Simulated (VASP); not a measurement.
A run of VASP 6.6.1 is set up as follows.

The input INCAR:

```
SYSTEM = Ta3In2Se6
  PREC = Accurate
  ENCUT = 600
  EDIFF = 1E-6
  ISMEAR = 0
  SIGMA = 0.1
  LREAL = .False.
  LASPH = .True.
  NELM = 60
  ALGO = Normal
  ISIF = 3
  LWAVE = .False.
  LCHARG = .False.
  GGA = PS
  IBRION = 2
  NSW = 90
  EDIFFG = -0.04
```

The input KPOINTS:

```
regular mesh
0
Gamma
  6 6 1
  0 0 0
```

File POSCAR:

```
Ta3In2Se6
1.0
    3.4943648712      0.0000000000      0.0000000000
   -1.7471824356      3.0262087485      0.0000000000
    0.0000000000      0.0000000000     25.9336320000
Ta In Se
3 2 6
Direct
    0.0000000000      0.0000000000      0.0000000000
    0.0000000000      0.0000000000      0.6671020000
    0.0000000000      0.0000000000      0.3328980000
    0.0000000000      0.0000000000      0.1676340000
    0.0000000000      0.0000000000      0.8323660000
    0.6666666700      0.3333333300      0.0643730000
    0.6666666700      0.3333333300      0.7319100000
    0.6666666700      0.3333333300      0.3967880000
    0.6666666700      0.3333333300      0.9356270000
    0.6666666700      0.3333333300      0.6032120000
    0.6666666700      0.3333333300      0.2680900000
```

Potentials or basis: VASP PAW PBE potentials, release 64 (Ta_pv, In_d, Se).

The run is started by

```console
$ cat potpaw_PBE.64/Ta_pv/POTCAR potpaw_PBE.64/In_d/POTCAR potpaw_PBE.64/Se/POTCAR > POTCAR
$ mpirun -np 1 vasp_std > vasp.out
```

Task: Estimate the relaxed cell.

Result: a = 3.444 Å, b = 3.444 Å, c = 25.194 Å, α = 90.00°, β = 90.00°, γ = 120.00°.

Task: Predict the space group after relaxing (to 0.05 Å).

Result: P-6m2 (No. 187).

Step by step:
```csv
step,energy change (eV),largest force (eV/Å),pressure (GPa),volume (Å³)
1,0.0000,0.4820,-3.59,274.24
2,0.0870,1.1721,5.09,252.68
3,-0.1207,0.2896,-0.20,264.59
4,-0.1207,0.2997,-0.14,264.40
5,-0.1354,0.1942,-0.05,262.77
6,-0.1418,0.1213,0.08,260.51
7,-0.1507,0.0330,-0.05,259.91
8,-0.1547,0.1048,-0.19,259.17
9,-0.1539,0.0943,0.51,257.46
10,-0.1564,0.0428,0.13,258.39
11,-0.1565,0.0571,-0.12,259.03
12,-0.1567,0.0219,-0.01,258.74
```

Caveat: the PAW data sets were made with another functional, which shifts forces and pressure a little; this functional lacks dispersion, which binds the layers, so the pressure and a relaxed spacing across them are unreliable.
